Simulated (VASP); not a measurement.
Set up this calculation in VASP 6.6.1, as the native input.

```yaml
Task: single point
Functional: PBE
Potentials_or_basis: VASP PAW PBE potentials, release 64 (C)
Cutoff: 520 eV
k_mesh: 10 × 10 × 10
Occupations: gaussian, width 0.1 eV
Spin: no spin polarisation
Dipole_correction: no
Further_INCAR_settings: ALGO = Normal; EDIFF = 1e-06; NBANDS = 16
```

The structure of C lies in POSCAR:

```
C
1.0
   -1.2691872893      1.2691872893      4.3274856642
    1.2691872893     -1.2691872893      4.3274856642
    1.2691872893      1.2691872893     -4.3274856642
C
4
Direct
    0.0861737762      0.0861737762      0.0000000000
    0.8361737762      0.3361737762      0.5000000000
    0.9138262238      0.9138262238      0.0000000000
    0.6638262238      0.1638262238      0.5000000000
```

The cell was generated, and may not be a known phase.

These files were run (other wordings do the same):

INCAR

```
PREC     = Accurate       # precision mode
ENCUT    = 520            # plane-wave cutoff, eV
EDIFF    = 1E-6           # SCF threshold, eV
ISMEAR   = 0              # smearing method
SIGMA    = 0.1            # smearing width, eV
LREAL    = False          # projectors in reciprocal space
LASPH    = True           # aspherical terms in the spheres
NELM     = 100            # most SCF steps
ALGO     = Normal         # electronic algorithm
ISIF     = 2              # what is computed and relaxed
LWAVE    = False          # write WAVECAR
LCHARG   = False          # write CHGCAR
GGA      = PE             # functional
NBANDS   = 16             # bands
```

KPOINTS

```
Automatic mesh
0
Gamma
  10 10 10
```

Potentials or basis: VASP PAW PBE potentials, release 64 (C).

Run with:

```bash
$ cat potpaw_PBE.64/C/POTCAR > POTCAR
$ mpirun -np 1 vasp_std > vasp.out
```

Results of the run:

| Quantity | Value |
| --- | --- |
| Pressure | 0.5 GPa |
| Largest force | 0.003 eV/Å |
| Band gap on the k mesh | zero (bands 8 and 9 overlap by 4.65 eV) |

Caveat: this functional lacks dispersion, which binds layers or chains, so the pressure and a relaxed spacing across them are unreliable.

Wall time 34 s on 1 thread of Intel(R) Xeon(R) 6975P-C (Granite Rapids) (shared host), peak memory 0.19 GiB.
